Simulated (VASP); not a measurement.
# ZnSe (P4/nmm) in VASP: notebook

ZnSe is run at these levels: LDA; tasks: single point.

All numbers are computed with VASP 6.6.1; they aren't measurements. Logs are shortened: lines on timing, memory, paths and dates and some standing lists are left out, and cuts for length are marked.

### Step 1. The cell of the first run

Symmetry: P4/nmm, No. 129, tetragonal system. Conventional cell: a = 3.788 Å, b = 3.788 Å, c = 4.999 Å, α = 90.00°, β = 90.00°, γ = 90.00°. Zn (site symmetry -4m2) has 4 Se at 2.53 Å and 4 Zn at 2.68 Å within 3.3 Å. Se (site symmetry 4mm) has 4 Zn at 2.53 Å and 4 Se at 3.14 Å within 3.3 Å.

### Step 2. Single point, LDA (atoms shifted along a free coordinate)

The input, INCAR:

```
SYSTEM = ZnSe
ALGO = Normal
EDIFF = 1E-6
ENCUT = 520
ISIF = 2
ISMEAR = 0
LASPH = .TRUE.
LCHARG = .FALSE.
LREAL = .FALSE.
LWAVE = .FALSE.
NBANDS = 26
NELM = 80
PREC = Accurate
SIGMA = 0.05
```

The input, KPOINTS:

```
k-points
0
G
  8 8 6
  0 0 0
```

The input, POSCAR:

```
ZnSe
1.0
    3.7875101274      0.0000000000      0.0000000000
    0.0000000000      3.7875101274      0.0000000000
    0.0000000000      0.0000000000      4.9987337378
Zn Se
2 2
Direct
    0.0000000000      0.0000000000      0.0000000000
    0.5000000000      0.5000000000      0.0000000000
    0.0000000000      0.5000000000      0.3361676647
    0.5000000000      0.0000000000      0.6638323353
```

Potentials or basis: VASP PAW LDA potentials, release 64 (Zn, Se).

On the command line:

```
$ cat potpaw_LDA.64/Zn/POTCAR potpaw_LDA.64/Se/POTCAR > POTCAR
$ mpirun -np 1 vasp_std > vasp.out
```

OUTCAR:

```text
SYSTEM = ZnSe
   EDIFF = 1E-6
   ENCUT = 520
   ISIF = 2
   ISMEAR = 0
   LASPH = .TRUE.
   LREAL = .FALSE.
   NELM = 80
   PREC = Accurate

 ion  position               nearest neighbor table
   1  0.000  0.000  0.000-   3 2.53   4 2.53   3 2.53   4 2.53   2 2.68   2 2.68   2 2.68   2 2.68

   2  0.500  0.500  0.000-   3 2.53   4 2.53   4 2.53   3 2.53   1 2.68   1 2.68   1 2.68   1 2.68

   3  0.000  0.500  0.336-   1 2.53   2 2.53   1 2.53   2 2.53
   4  0.500  0.000  0.664-   1 2.53   2 2.53   2 2.53   1 2.53

  LATTYP: Found a simple tetragonal cell.
 ALAT       =     3.7875101274
 C/A-ratio  =     1.3197941575

  Lattice vectors:

 A1 = (   3.7875101274,   0.0000000000,   0.0000000000)
 A2 = (   0.0000000000,   3.7875101274,   0.0000000000)
 A3 = (   0.0000000000,   0.0000000000,   4.9987337378)

Analysis of symmetry for initial positions (statically):
=====================================================================
 Subroutine PRICEL returns:
 Original cell was already a primitive cell.

 Routine SETGRP: Setting up the symmetry group for a
 simple tetragonal supercell.

 Subroutine GETGRP returns: Found 16 space group operations
 (whereof  8 operations were pure point group operations)
 out of a pool of 16 trial point group operations.

The static configuration has the point symmetry D_2d.
 The point group associated with its full space group is D_4h.

Analysis of symmetry for dynamics (positions and initial velocities):
=====================================================================
 Subroutine PRICEL returns:
 Original cell was already a primitive cell.

 Routine SETGRP: Setting up the symmetry group for a
 simple tetragonal supercell.

 Subroutine GETGRP returns: Found 16 space group operations
 (whereof  8 operations were pure point group operations)
 out of a pool of 16 trial point group operations.

The dynamic configuration has the point symmetry D_2d.
 The point group associated with its full space group is D_4h.

 Subroutine INISYM returns: Found 16 space group operations
 (whereof  8 operations are pure point group operations),
 and found     1 'primitive' translations

----------------------------------------------------------------------------------------

                                     Primitive cell

  volume of cell :      71.7080

  direct lattice vectors                    reciprocal lattice vectors
     3.787510127  0.000000000  0.000000000     0.264025697  0.000000000  0.000000000
     0.000000000  3.787510127  0.000000000     0.000000000  0.264025697  0.000000000
     0.000000000  0.000000000  4.998733738     0.000000000  0.000000000  0.200050663

  length of vectors
     3.787510127  3.787510127  4.998733738     0.264025697  0.264025697  0.200050663

  position of ions in fractional coordinates (direct lattice)
     0.000000000  0.000000000  0.000000000
     0.500000000  0.500000000  0.000000000
     0.000000000  0.500000000  0.336167665
     0.500000000  0.000000000  0.663832335

  ion indices of the primitive-cell ions
   primitive index   ion index
                 1           1
                 2           2
                 3           3
                 4           4

----------------------------------------------------------------------------------------

 KPOINTS: k-points

Automatic generation of k-mesh.
 Grid dimensions read from file:
 generate k-points for:    8    8    6

 Generating k-lattice:

  Cartesian coordinates                     Fractional coordinates (reciprocal lattice)
     0.033003212  0.000000000  0.000000000     0.125000000  0.000000000  0.000000000
     0.000000000  0.033003212  0.000000000     0.000000000  0.125000000  0.000000000
     0.000000000  0.000000000  0.033341777     0.000000000  0.000000000  0.166666667

  Length of vectors
     0.033003212  0.033003212  0.033341777

  Shift w.r.t. Gamma in fractional coordinates (k-lattice)
     0.000000000  0.000000000  0.000000000

 Subroutine IBZKPT returns following result:
 ===========================================

 Found     60 irreducible k-points:

 Following reciprocal coordinates:
            Coordinates               Weight
  0.000000  0.000000  0.000000      1.000000
  0.125000  0.000000  0.000000      4.000000
  0.250000  0.000000  0.000000      4.000000
  0.375000  0.000000  0.000000      4.000000
  0.500000  0.000000  0.000000      2.000000
  0.125000  0.125000  0.000000      4.000000
[... 16 lines left out ...]
  0.375000  0.125000  0.166667     16.000000
  0.500000  0.125000  0.166667      8.000000
 [... further k-points ...]
   k-points           NKPTS =     60   k-points in BZ     NKDIM =     60   number of bands    NBANDS=     26
   number of dos      NEDOS =    301   number of ions     NIONS =      4
   total plane-waves  NPLWV =  31360
   dimension x,y,z NGX =    28 NGY =   28 NGZ =   40
   dimension x,y,z NGXF=    56 NGYF=   56 NGZF=   80
   ions per type =               2   2
   NGX,Y,Z   is equivalent  to a cutoff of  12.29, 12.29, 13.30 a.u.
   NGXF,Y,Z  is equivalent  to a cutoff of  24.58, 24.58, 26.61 a.u.
 SYSTEM =  ZnSe
   PREC   = accura    normal or accurate (medium, high low for compatibility)
   ISTART =      0    job   : 0-new  1-cont  2-samecut
   ICHARG =      2    charge: 1-file 2-atom 10-const
   ISPIN  =      1    spin polarized calculation?
   LNONCOLLINEAR =      F non collinear calculations
   LSORBIT =      F    spin-orbit coupling
   LASPH  =      T    aspherical Exc in radial PAW
   ENCUT  =  520.0 eV  38.22 Ry    6.18 a.u.   7.04  7.04  9.29*2*pi/ulx,y,z
   NELM   =     80;   NELMIN=  2; NELMDL= -5     # of ELM steps
   EDIFF  = 0.1E-05   stopping-criterion for ELM
   LREAL  =      F    real-space projection
[... 7 lines left out ...]
   TEBEG  =    0.0;   TEEND  =   0.0 temperature during run
   PSTRESS=    0.0 pullay stress
   NELECT =      36.0000    total number of electrons
   NUPDOWN=      -1.0000    fix difference up-down
   EMIN   =  10.00;   EMAX   =-10.00  energy-range for DOS
   EFERMI =   0.00;   METHOD = LEGACY
   ISMEAR =     0;   SIGMA  =   0.05  broadening in eV -4-tet -1-fermi 0-gaus
   EFERMI_NEDOS =   21; number of points for ismear=-14 and -15
   IALGO  =     38    algorithm
   IMIX   =      4    mixing-type and parameters
     AMIX     =   0.40;   BMIX     =  1.00
     AMIX_MAG =   1.60;   BMIX_MAG =  1.00
  volume/ion in A,a.u.               =      17.93       120.98
  Fermi-wavevector in a.u.,A,eV,Ry     =   1.301127  2.458774 23.033742  1.692932
  Thomas-Fermi vector in A             =   2.432281
   LORBIT       =      0    0 simple, 1 ext, 2 COOP (PROOUT), +10 PAW based schemes
   GGA     = CA    functional components
   LHFCALC =     F    Hartree Fock is set to
   AEXX    =    0.0000 exact exchange contribution
   IVDW    =     0    specifies the selected vdW correction
   LEPSILON=     F    determine dielectric tensor
   LRPA    =     F    only Hartree local field effects (RPA)
 non-spin polarized calculation
 Gauss-broadening in eV      SIGMA  =   0.05
  energy-cutoff  :      520.00
  volume of cell :       71.71
 maximum number of plane-waves:      1952
   NGX = 15   NGY = 15   NGZ = 19

 number of electron      36.0000020 magnetization

 Free energy of the ion-electron system (eV)
  ---------------------------------------------------
  ext. energy  EPLUGINS =         0.00000000
  ---------------------------------------------------
  free energy    TOTEN  =       -13.46355274 eV

  energy without entropy =      -13.46355274  energy(sigma->0) =      -13.46355274

 E-fermi :   4.8174     XC(G=0): -11.0158

 val. band max:        4.5462130946   @ k =   0.0000   0.0000   0.0000
 cond. band min:       5.1260766769   @ k =   0.0000   0.0000   0.0000
 fundamental gap:      0.5798635823
 Fermi energy:         4.8174435851

 k-point     1 :       0.0000    0.0000    0.0000
  band No.  band energies     occupation
      1     -10.7452      2.00000
      2      -8.3554      2.00000
      3      -4.1327      2.00000
      4      -3.9208      2.00000
      5      -3.6649      2.00000
      6      -3.6149      2.00000
[... 18 lines left out ...]
     25      13.6311      0.00000
     26      14.9876      0.00000

 k-point     2 :       0.1250    0.0000    0.0000
  band No.  band energies     occupation
      1     -10.6363      2.00000
      2      -8.3928      2.00000
      3      -4.0504      2.00000
      4      -3.8902      2.00000
      5      -3.6518      2.00000
      6      -3.6164      2.00000
[... 18 lines left out ...]
     25      13.6483      0.00000
     26      14.1805      0.00000

 k-point     3 :       0.2500    0.0000    0.0000
  band No.  band energies     occupation
      1     -10.3240      2.00000
      2      -8.5371      2.00000
      3      -3.8512      2.00000
      4      -3.7988      2.00000
      5      -3.6094      2.00000
      6      -3.5955      2.00000
[... 18 lines left out ...]
     25      12.5026      0.00000
     26      14.3057      0.00000

 k-point     4 :       0.3750    0.0000    0.0000
  band No.  band energies     occupation
      1      -9.8558      2.00000
      2      -8.8481      2.00000
      3      -3.6952      2.00000
      4      -3.6503      2.00000
      5      -3.5511      2.00000
      6      -3.4591      2.00000
[... 18 lines left out ...]
     25      13.2362      0.00000
     26      13.4058      0.00000
[... 496 lines left out ...]
      1     -10.1404      2.00000
      2      -8.6421      2.00000
      3      -3.8874      2.00000
      4      -3.7984      2.00000
      5      -3.5826      2.00000
      6      -3.5537      2.00000
[... 18 lines left out ...]
     25      11.6529      0.00000
     26      13.9824      0.00000

 k-point    23 :       0.3750    0.1250    0.1667
  band No.  band energies     occupation
      1      -9.7083      2.00000
      2      -8.8534      2.00000
      3      -3.7718      2.00000
      4      -3.6922      2.00000
      5      -3.4946      2.00000
      6      -3.4027      2.00000
[... 18 lines left out ...]
     25      13.3453      0.00000
     26      13.5357      0.00000

 k-point    24 :       0.5000    0.1250    0.1667
  band No.  band energies     occupation
      1      -9.2363      2.00000
      2      -9.2363      2.00000
      3      -3.6249      2.00000
      4      -3.6249      2.00000
      5      -3.5194      2.00000
      6      -3.5194      2.00000
[... 18 lines left out ...]
     25      13.2305      0.00000
     26      13.2305      0.00000

 [... further k-points ...]

------------------------ aborting loop because EDIFF is reached ----------------------------------------

  FORCE on cell =-STRESS in cart. coord.  units (eV):
  Direction    XX          YY          ZZ          XY          YZ          ZX
  --------------------------------------------------------------------------------------
  -------------------------------------------------------------------------------------
  Total        2.7041757      2.7041757     -1.5091555      0.0000000     -0.0000000      0.0000000
  in kB       60.4196045     60.4196045    -33.7191773      0.0000000     -0.0000000      0.0000000
  external PRESSURE =      29.0400106 kB  Pullay stress =       0.0000000 kB

 VOLUME and BASIS-vectors are now :
 -----------------------------------------------------------------------------
  energy-cutoff  :      520.00
  volume of cell :       71.71
      direct lattice vectors                 reciprocal lattice vectors
     3.787510127  0.000000000  0.000000000     0.264025697  0.000000000  0.000000000
     0.000000000  3.787510127  0.000000000     0.000000000  0.264025697  0.000000000
     0.000000000  0.000000000  4.998733738     0.000000000  0.000000000  0.200050663

 POSITION                                       TOTAL-FORCE (eV/Angst)
 -----------------------------------------------------------------------------------
      0.00000      0.00000      0.00000         0.000000      0.000000      0.000000
      1.89376      1.89376      0.00000        -0.000000     -0.000000      0.000000
      0.00000      1.89376      1.68041         0.000000      0.000000     -1.859624
      1.89376      0.00000      3.31832        -0.000000     -0.000000      1.859624
 -----------------------------------------------------------------------------------
    total drift:                                0.000000      0.000000     -0.000000

  FREE ENERGIE OF THE ION-ELECTRON SYSTEM (eV)
  ---------------------------------------------------
  free  energy   TOTEN  =       -13.4635527447 eV

  energy  without entropy=      -13.4635527447  energy(sigma->0) =      -13.46355274
```

It took 64 s on 1 thread of Intel Xeon Platinum 8259CL at 2.50GHz (Skylake/Cascade Lake), shared host; peak memory 0.22 GiB.

What came out:

* Free energy: -13.4636 eV
* Pressure: 2.9 GPa
* Largest force: 1.860 eV/Å
* Band gap on the k mesh: 0.58 eV

Forces in eV/Å, atoms in the order of the input:
```
Zn   0.000  0.000  0.000
Zn   0.000  0.000  0.000
Se   0.000  0.000 -1.860
Se   0.000  0.000  1.860
```

Stress tensor (GPa, compression positive):
```
 6.04  0.00  0.00
 0.00  6.04  0.00
 0.00  0.00 -3.37
```

Levels at points of the mesh, in eV from the valence-band top:
```
           k point  band 14  band 15  band 16  band 17  band 18  band 19  band 20  band 21  band 22  band 23
(0.00, 0.00, 0.00)    -3.76    -3.76    -2.36     0.00     0.00     0.58     1.46     3.09     3.73     3.73
(0.50, 0.00, 0.00)    -5.37    -4.24    -4.24    -1.77    -1.77     3.02     3.02     3.90     3.90     6.36
(0.50, 0.50, 0.00)    -5.87    -3.53    -3.53    -2.55    -2.55     0.76     0.76     0.89     0.89     9.61
(0.00, 0.00, 0.50)    -2.99    -2.43    -2.43    -2.16    -2.16     2.38     3.02     3.16     3.56     5.33
(0.50, 0.00, 0.50)    -7.26    -1.56    -1.56    -1.32    -1.32     1.11     1.11     4.58     4.58     5.25
(0.50, 0.50, 0.50)    -5.52    -4.76    -4.76    -4.60    -4.60     4.09     4.09     4.56     4.56     7.27
```

Caveat: the cell differs from its parent crystal (atoms shifted along a free coordinate); forces of over 1 eV/Å act on the atoms, so gaps and moduli don't describe the material at rest. A k mesh can miss the band edges.

### Step 3. Single point, LDA (atoms shifted along a free coordinate)

The input, INCAR:

```
PREC = Accurate ; ENCUT = 520
EDIFF = 1E-6 ; ISMEAR = 0
SIGMA = 0.05 ; LREAL = False
LASPH = True ; NELM = 100
ALGO = Normal ; ISIF = 2
LWAVE = False ; LCHARG = False
NBANDS = 26
```

The input, KPOINTS:

```
regular mesh
0
Gamma
  8 8 6
```

Changes to POSCAR since step 2:

```diff
@@ -10,3 +10,3 @@
     0.5000000000      0.5000000000      0.0000000000
-    0.0000000000      0.5000000000      0.3361676647
-    0.5000000000      0.0000000000      0.6638323353
+    0.0000000000      0.5000000000      0.2608314992
+    0.5000000000      0.0000000000      0.7391685008
```

Potentials or basis: VASP PAW LDA potentials, release 64 (Zn, Se).

On the command line:

```
$ cat potpaw_LDA.64/Zn/POTCAR potpaw_LDA.64/Se/POTCAR > POTCAR
$ mpirun -np 1 vasp_std > vasp.out
```

Wall time 65 s (1 thread of Intel Xeon Platinum 8259CL at 2.50GHz (Skylake/Cascade Lake), shared host); peak memory 0.22 GiB.

It converged, with:

```yaml
Free_energy: -12.9600 eV
Pressure: 23.4 GPa
Largest_force: 3.635 eV/Å
Band_gap_on_the_k_mesh: 1.32 eV
```

Forces on the atoms (eV/Å):
```
Zn   0.000  0.000  0.000
Zn   0.000  0.000  0.000
Se   0.000  0.000  3.635
Se   0.000  0.000 -3.635
```

Stress tensor (GPa, compression positive):
```
23.93  0.00  0.00
 0.00 23.93  0.00
 0.00  0.00 22.45
```

Levels at points of the mesh, in eV from the valence-band top:
```tsv
k point	band 15	band 16	band 17	band 18	band 19	band 20	band 21	band 22
(0.00, 0.00, 0.00)	-3.96	-0.20	-0.20	0.00	1.32	1.72	2.16	5.47
(0.50, 0.00, 0.00)	-2.81	-2.81	-1.74	-1.74	3.32	3.32	6.37	6.37
(0.50, 0.50, 0.00)	-3.35	-3.35	-3.09	-3.09	2.44	2.44	3.29	3.29
(0.00, 0.00, 0.50)	-3.54	-2.09	-1.06	-1.06	1.79	3.17	3.95	4.82
(0.50, 0.00, 0.50)	-1.61	-1.61	-0.98	-0.98	2.40	2.40	5.50	5.50
(0.50, 0.50, 0.50)	-4.35	-4.35	-4.11	-4.11	5.33	5.33	6.66	6.66
```

Caveat: the cell differs from its parent crystal (atoms shifted along a free coordinate); the cell stands under pressure; forces of over 1 eV/Å act on the atoms, so gaps and moduli don't describe the material at rest. A k mesh can miss the band edges.

(Continued in part 2 of 2.)
